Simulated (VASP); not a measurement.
# W (Im-3m) in VASP: a series of runs, part 2 of 2

VASP 6.6.1. The steps go on from the part before.

## (3) Single point, PBE

This run uses another cell than the first one, of 15.85 Å³/atom.

Input file INCAR:

```
SYSTEM = W
PREC = Accurate
ENCUT = 520
EDIFF = 1E-6
ISMEAR = 0
SIGMA = 0.1
LREAL = .False.
LASPH = .True.
NELM = 100
ALGO = Normal
ISIF = 2
LWAVE = .False.
LCHARG = .False.
GGA = PE
NBANDS = 13
```

Input file KPOINTS:

```
Automatic mesh
0
Gamma
  10 10 10
  0 0 0
```

Input file POSCAR:

```
W
1.0
   -1.5823450000      1.5823450000      1.5823450000
    1.5823450000     -1.5823450000      1.5823450000
    1.5823450000      1.5823450000     -1.5823450000
W
1
Direct
    0.0000000000      0.0000000000      0.0000000000
```

Potentials or basis: VASP PAW PBE potentials, release 64 (W_sv).

Started as:

```console
cat potpaw_PBE.64/W_sv/POTCAR > POTCAR
mpirun -np 1 vasp_std > vasp.out
```

OUTCAR:

```text
SYSTEM = W
   PREC = Accurate
   ENCUT = 520
   EDIFF = 1E-6
   ISMEAR = 0
   LREAL = .False.
   LASPH = .True.
   NELM = 100
   ISIF = 2
   GGA = PE

 ion  position               nearest neighbor table
   1  0.000  0.000  0.000-

  LATTYP: Found a body centered cubic cell.
 ALAT       =     3.1646900000

  Lattice vectors:
[... 560 lines left out ...]
      7       9.3641      2.00000
      8      12.2555      0.00000
      9      13.9081      0.00000
     10      14.7051      0.00000
     11      25.1950      0.00000
     12      27.8344      0.00000
     13      31.9552      0.00000

 [... further k-points ...]

------------------------ aborting loop because EDIFF is reached ----------------------------------------

  FORCE on cell =-STRESS in cart. coord.  units (eV):
  Direction    XX          YY          ZZ          XY          YZ          ZX
  --------------------------------------------------------------------------------------
  -------------------------------------------------------------------------------------
  Total        0.6362693      0.6362693      0.6362693     -0.0000000     -0.0000000      0.0000000
  in kB       64.3262146     64.3262146     64.3262146     -0.0000000     -0.0000000      0.0000000
  external PRESSURE =      64.3262146 kB  Pullay stress =       0.0000000 kB

 VOLUME and BASIS-vectors are now :
 -----------------------------------------------------------------------------
  energy-cutoff  :      520.00
  volume of cell :       15.85
      direct lattice vectors                 reciprocal lattice vectors
    -1.582345000  1.582345000  1.582345000     0.000000000  0.315986716  0.315986716
     1.582345000 -1.582345000  1.582345000     0.315986716  0.000000000  0.315986716
     1.582345000  1.582345000 -1.582345000     0.315986716  0.315986716  0.000000000

 POSITION                                       TOTAL-FORCE (eV/Angst)
 -----------------------------------------------------------------------------------
      0.00000      0.00000      0.00000        -0.000000      0.000000     -0.000000
 -----------------------------------------------------------------------------------
    total drift:                                0.000000     -0.000000      0.000000

  FREE ENERGIE OF THE ION-ELECTRON SYSTEM (eV)
  ---------------------------------------------------
  free  energy   TOTEN  =       -12.9430592123 eV

  energy  without entropy=      -12.9406070510  energy(sigma->0) =      -12.94183313
```

OSZICAR:

```text
N       E                     dE             d eps       ncg     rms          rms(c)
DAV:   1     0.847318751015E+02    0.84732E+02   -0.74548E+03  1230   0.123E+03
DAV:   2    -0.119260649527E+02   -0.96658E+02   -0.92588E+02  1377   0.321E+02
DAV:   3    -0.135578437853E+02   -0.16318E+01   -0.16266E+01  1307   0.400E+01
DAV:   4    -0.135644926233E+02   -0.66488E-02   -0.66487E-02  1327   0.279E+00
DAV:   5    -0.135645487983E+02   -0.56175E-04   -0.56175E-04  1357   0.242E-01    0.209E+01
DAV:   6    -0.130771639804E+02    0.48738E+00   -0.40521E-01  1272   0.856E+00    0.840E+00
DAV:   7    -0.129474776402E+02    0.12969E+00   -0.21384E-01  1327   0.591E+00    0.634E-01
DAV:   8    -0.129430430060E+02    0.44346E-02   -0.41035E-03  1242   0.819E-01    0.953E-02
DAV:   9    -0.129430682293E+02   -0.25223E-04   -0.47162E-05  1377   0.815E-02    0.598E-02
DAV:  10    -0.129430586560E+02    0.95732E-05   -0.11173E-05  1312   0.481E-02    0.853E-03
DAV:  11    -0.129430592123E+02   -0.55626E-06   -0.19277E-07   751   0.525E-03
   1 F= -.12943059E+02 E0= -.12941833E+02  d E =-.245216E-02
```

It took 3.2 s on 1 thread of Intel Xeon 6975P-C (Granite Rapids), shared host; peak memory 0.12 GiB.

What came out:

```yaml
Free_energy: -12.9431 eV
Pressure: 6.4 GPa
Band_gap_on_the_k_mesh: zero (bands 7 and 8 overlap by 6.40 eV)
```

Levels at points of the mesh, in eV from the Fermi level:
```csv
k point,band 5,band 6,band 7,band 8,band 9,band 10
"(0.00, 0.00, 0.00)",-9.79,-1.39,-1.39,-1.39,2.11,2.11
"(0.50, 0.00, 0.00)",-6.43,-3.73,0.53,2.00,2.98,5.99
"(0.50, 0.50, 0.50)",-5.99,-5.99,5.01,5.01,5.01,8.10
```

Caveat: the cell stands under pressure; spin-orbit coupling is left out, which moves the levels of the heavy elements.

## (4) Single point, PBE

This run uses another cell than the first one, of 15.85 Å³/atom.

Input file INCAR:

```
PREC = Accurate ; ENCUT = 520
EDIFF = 1E-6 ; ISMEAR = 0
SIGMA = 0.1 ; LREAL = False
LASPH = True ; NELM = 100
ALGO = Normal ; ISIF = 2
LWAVE = False ; LCHARG = False
GGA = PE ; NBANDS = 13
```

Input file KPOINTS:

```
regular mesh
0
Gamma
  10 10 10
```

POSCAR is that of step 3.

Started as:

```console
cat potpaw_PBE.64/W_sv/POTCAR > POTCAR
mpirun -np 1 vasp_std > vasp.out
```

Wall time 3.1 s (1 thread of Intel Xeon 6975P-C (Granite Rapids), shared host); peak memory 0.13 GiB.

The run converged. Its results:

```yaml
Free_energy: -12.9431 eV
Pressure: 6.4 GPa
Band_gap_on_the_k_mesh: zero (bands 7 and 8 overlap by 6.40 eV)
```

Levels at points of the mesh, in eV from the Fermi level:
| k point | band 5 | band 6 | band 7 | band 8 | band 9 | band 10 |
| --- | --- | --- | --- | --- | --- | --- |
| (0.00, 0.00, 0.00) | -9.79 | -1.39 | -1.39 | -1.39 | 2.11 | 2.11 |
| (0.50, 0.00, 0.00) | -6.43 | -3.73 | 0.53 | 2.00 | 2.98 | 5.99 |
| (0.50, 0.50, 0.50) | -5.99 | -5.99 | 5.01 | 5.01 | 5.01 | 8.10 |

Caveat: the cell stands under pressure; spin-orbit coupling is left out, which moves the levels of the heavy elements.
